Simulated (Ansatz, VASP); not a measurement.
## Hf3SiC in VASP and in Ansatz

File INCAR:

```
PREC = Accurate ; ENCUT = 600
EDIFF = 1E-7 ; ISMEAR = 0
SIGMA = 0.1 ; LREAL = False
LASPH = True ; NELM = 100
ALGO = Normal ; ISIF = 3
LWAVE = False ; LCHARG = False
GGA = PE ; IBRION = 2
NSW = 90 ; EDIFFG = -0.04
```

File KPOINTS:

```
Automatic mesh
0
Gamma
  3 3 4
```

File POSCAR:

```
Hf3SiC
1.0
    6.4439100000      0.0000000000      0.0000000000
   -3.2219550000      5.5805897600      0.0000000000
    0.0000000000      0.0000000000      5.4128844000
Hf Si C
6 2 2
Direct
    0.8333333300      0.6666666700      0.7500000000
    0.3333333300      0.1666666700      0.7500000000
    0.8333333300      0.1666666700      0.7500000000
    0.1666666700      0.3333333300      0.2500000000
    0.6666666700      0.8333333300      0.2500000000
    0.1666666700      0.8333333300      0.2500000000
    0.3333333300      0.6666666700      0.7500000000
    0.6666666700      0.3333333300      0.2500000000
    0.0000000000      0.0000000000      0.0000000000
    0.0000000000      0.0000000000      0.5000000000
```

Input for Ansatz:

```yaml
crystal:
  lattice:
    - [6.44391, 0.0, 0.0]
    - [-3.221955, 5.58058976, 0.0]
    - [0.0, 0.0, 5.4128844]
  atoms:
    - { symbol: Hf, position: [0.83333333, 0.66666667, 0.75] }
    - { symbol: Hf, position: [0.33333333, 0.16666667, 0.75] }
    - { symbol: Hf, position: [0.83333333, 0.16666667, 0.75] }
    - { symbol: Hf, position: [0.16666667, 0.33333333, 0.25] }
    - { symbol: Hf, position: [0.66666667, 0.83333333, 0.25] }
    - { symbol: Hf, position: [0.16666667, 0.83333333, 0.25] }
    - { symbol: Si, position: [0.33333333, 0.66666667, 0.75] }
    - { symbol: Si, position: [0.66666667, 0.33333333, 0.25] }
    - { symbol: C, position: [0.0, 0.0, 0.0] }
    - { symbol: C, position: [0.0, 0.0, 0.5] }
basis:
  ecutwfc: 420
kpoints:
  mp_grid: { grid: [3, 3, 4] }
hamiltonian:
  xc: pbe
scf:
  occupations: { method: gaussian, width: 0.1 }
  lower_state_search: "off"
output:
  forces: true
  stress: true
  eigenvalues: true
relax:
  adjacent_minimum: "off"
  f_tol: 0.04
  max_steps: 70
  cell: { stress_tol: 0.4 }
```

Alike in both runs: task relaxation of cell and atoms; functional PBE; k mesh 3 × 3 × 4; occupations gaussian, width 0.1 eV; no spin polarisation.

|  | VASP | Ansatz |
| --- | --- | --- |
| version | VASP 6.6.1 | Ansatz 0.2.0 |
| potentials or method | VASP PAW PBE potentials, release 64 (Hf_pv, Si, C), cutoff 600 eV | scalar-relativistic, plane waves, PAW |
| valence electrons in the cell | 76 | 172 |

```csv
,VASP,Ansatz,Ansatz less VASP
"gap on the k mesh at the Fermi level, each at its own relaxed structure (eV)",none,none,-
relaxed volume (Å³/atom),16.96,17.00,+0.044
relaxed cell length with the largest relative difference (Å),6.113,6.122,+0.0091
```

A gap of «none» marks a metal or a gap that the smearing closes. VASP's potentials hold 76 valence electrons a cell and Ansatz's 172, so a difference there can come from the potentials and not from the codes.

The k mesh is coarse, so the values compare programs but aren't converged. Spin-orbit coupling is off throughout.
